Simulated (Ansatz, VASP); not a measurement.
## Os in VASP and in Ansatz

```
Os
1.0
     0.00000    2.04225    1.89637
     2.04225    0.00000    1.89637
     2.04225    2.04225    0.00000
Os
1
Direct
  0.00000 0.00000 0.00000
```

Change from the starting cell: strain +0.050 along x and y, -0.025 along z, atoms carried along.

Alike in both runs: task single point; functional PBEsol; k mesh 20 × 20 × 20; occupations gaussian, width 0.15 eV; no spin polarisation.

|  | VASP | Ansatz |
| --- | --- | --- |
| version | VASP 6.6.1 | Ansatz 0.2.0 |
| potentials or method | VASP PAW PBE potentials, release 64 (Os), cutoff 520 eV | scalar-relativistic, plane waves, PAW |
| valence electrons in the cell | 8 | 16 |

```csv
,VASP,Ansatz,Ansatz less VASP
gap on the k mesh at the Fermi level (eV),none,none,-
pressure (GPa),-39.0,-38.7,+0.31
"traceless stress, the component that is largest in VASP (GPa)",13.52,13.63,+0.110
```

VASP's potentials were made for PBE, not for PBEsol. A gap of «none» marks a metal or a gap that the smearing closes. Both programs put the cell under strong tension, so it lies far from rest at this level. VASP's potentials hold 8 valence electrons a cell and Ansatz's 16, so a difference there can come from the potentials and not from the codes.

Spin-orbit coupling is off throughout. Noted on VASP's run: the cell as given lies far from equilibrium.
